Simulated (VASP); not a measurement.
Runs of VASP 6.6.1 on MnF2. The structure is tetragonal, space group P4_2/mnm (No. 136). The conventional cell has a = 4.851 Å, b = 4.851 Å, c = 3.304 Å, α = 90.00°, β = 90.00°, γ = 90.00°. F (site symmetry m2m) has 3 Mn at 2.09 to 2.13 Å and 1 F at 2.68 Å within 2.8 Å. Mn (site symmetry mmm) has 6 F at 2.09 to 2.13 Å within 2.8 Å. 

| spin | fixed moment (μB) | pressure (GPa) | moment (μB) | largest force (eV/Å) |
| --- | --- | --- | --- | --- |
| collinear, ferromagnetic start | - | (b) | 10.00 | 0.01 |
| collinear, ferromagnetic start | 4.0 | -2.7 | 4.00 | 0.20 |
| collinear, zero start | 0.0 | -10.6 | 0.00 | 0.08 |
| collinear, ferromagnetic start | 8.0 | (a) | 8.00 | 0.60 |

Alike in all rows: task single point; level PBE+U; potentials or basis VASP PAW PBE potentials, release 64 (F, Mn_pv); Mn d U = 3.9 eV; cell as given; k mesh 5 × 5 × 6; cutoff (eV) 520; smearing gaussian 0.02 eV.

Q: Fill in the values left out.

A: (a) 0.9; (b) 6.1.

Caveats: the run started ferromagnetic, and an antiferromagnetic order may lie lower in energy (at least some runs); the total moment is fixed, so each spin has its own Fermi level and the state may be an excited one (at least some runs); the cell stands under pressure (at least some runs); the cell stands under tension (at least some runs); the total moment is fixed, so each spin has its own Fermi level (at least some runs).
